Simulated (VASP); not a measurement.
A run of VASP 6.6.1:

The input INCAR:

```
  ALGO = Normal
  EDIFF = 1E-6
  ENCUT = 500
  GGA = PE
  GGA_COMPAT = F
  ISIF = 2
  ISMEAR = 0
  LASPH = T
  LCHARG = F
  LREAL = F
  LWAVE = F
  NBANDS = 46
  NELM = 120
  PREC = Accurate
  SIGMA = 0.1
```

The input KPOINTS:

```
k-points
0
Gamma
  4 4 4
```

The input POSCAR:

```
CdSe
1.0
   -4.2356062823      4.2356062823      4.2356062823
    4.2356062823     -4.2356062823      4.2356062823
    4.2356062823      4.2356062823     -4.2356062823
Cd Se
4 4
Direct
    0.3180547206      0.3180547206      0.3180547206
    0.0000000000      0.0000000000      0.6819452794
    0.0000000000      0.6819452794      0.0000000000
    0.6819452794      0.0000000000      0.0000000000
    0.6729878782      0.6729878782      0.6729878782
    0.0000000000      0.0000000000      0.3270121218
    0.0000000000      0.3270121218      0.0000000000
    0.3270121218      0.0000000000      0.0000000000
```

Potentials or basis: VASP PAW PBE potentials, release 64 (Cd, Se).

Command:

```console
$ cat potpaw_PBE.64/Cd/POTCAR potpaw_PBE.64/Se/POTCAR > POTCAR
$ mpirun -np 1 vasp_std > vasp.out
```

Hardware: 1 thread of Intel(R) Xeon(R) 6975P-C (Granite Rapids), on a shared host.

Q: How long does it take, and how much memory?

A: Run time: 70 s on 1 thread of Intel(R) Xeon(R) 6975P-C (Granite Rapids), with other jobs on the host, peak memory 0.42 GiB. Counts: scf iterations 14, k points 8.
